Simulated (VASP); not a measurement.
Set up this calculation in VASP 6.6.1, as the native input.

| Item | Value |
| --- | --- |
| Task | single point |
| Functional | HSE06 |
| Potentials or basis | VASP PAW PBE potentials, release 64 (B, N) |
| Cutoff | 520 eV |
| k mesh | 9 × 9 × 4 |
| Occupations | gaussian, width 0.01 eV |
| Spin | no spin polarisation |
| Dipole correction | no |
| Grid for exact exchange (PRECFOCK) | Normal |
| Further INCAR settings | ALGO = Normal; EDIFF = 1e-07; NBANDS = 16 |
| Share of exact exchange | 0.25 |
| Screening parameter | 0.2079 1/Å |

BN:

```
B N
1.0
     2.54395    0.00000    0.00000
    -1.27197    2.20313    0.00000
     0.00000    0.00000    4.24989
B N
2 2
Direct
  0.33333 0.66667 0.00009
  0.66667 0.33333 0.50009
  0.33333 0.66667 0.37491
  0.66667 0.33333 0.87491
```

This cell differs from its parent crystal: uniaxial z strain +1.0%.

These files were run (other wordings do the same):

POSCAR

```
BN
1.0
    2.5439499996      0.0000000000      0.0000000000
   -1.2719749998      2.2031253256      0.0000000000
    0.0000000000      0.0000000000      4.2498934949
B N
2 2
Direct
    0.3333333333      0.6666666667      0.0000908974
    0.6666666667      0.3333333333      0.5000908974
    0.3333333333      0.6666666667      0.3749091026
    0.6666666667      0.3333333333      0.8749091026
```

INCAR.step1

```
  ALGO = Normal
  EDIFF = 1E-5
  ENCUT = 520
  GGA = PE
  ISIF = 2
  ISMEAR = 0
  LASPH = True
  LCHARG = False
  LREAL = False
  LWAVE = True
  NBANDS = 16
  NELM = 100
  PREC = Accurate
  SIGMA = 0.01
```

INCAR.step2

```
  ALGO = Normal
  EDIFF = 1E-7
  ENCUT = 520
  GGA = PE
  HFSCREEN = 0.2079
  ISIF = 2
  ISMEAR = 0
  ISTART = 1
  LASPH = True
  LCHARG = False
  LHFCALC = True
  LREAL = False
  LWAVE = False
  NBANDS = 16
  NELM = 100
  PREC = Accurate
  PRECFOCK = Normal
  SIGMA = 0.01
```

KPOINTS

```
k-points
0
Gamma
  9 9 4
```

Potentials or basis: VASP PAW PBE potentials, release 64 (B, N).

Launch:

```console
$ cat potpaw_PBE.64/B/POTCAR potpaw_PBE.64/N/POTCAR > POTCAR
$ cp INCAR.step1 INCAR
$ mpirun -np 1 vasp_std > vasp.out
$ cp INCAR.step2 INCAR
$ mpirun -np 1 vasp_std > vasp.out
```

Results of the run:

The pressure is -7.7 GPa. The largest force is 0.005 eV/Å and the band gap on the k mesh is 6.51 eV (least direct gap 9.91 eV).

Caveat: the cell differs from its parent crystal (uniaxial z strain +1.0%); the stress differs along the axes, from -15 to -4 GPa; the structure was generated, so it needn't be the stable form of BN; the PAW data sets were made with another functional, which shifts forces and pressure a little.

Run time: 88 min on 1 thread of Oxide Virtual Turin-like Processor, with other jobs on the host, peak memory 0.22 GiB.
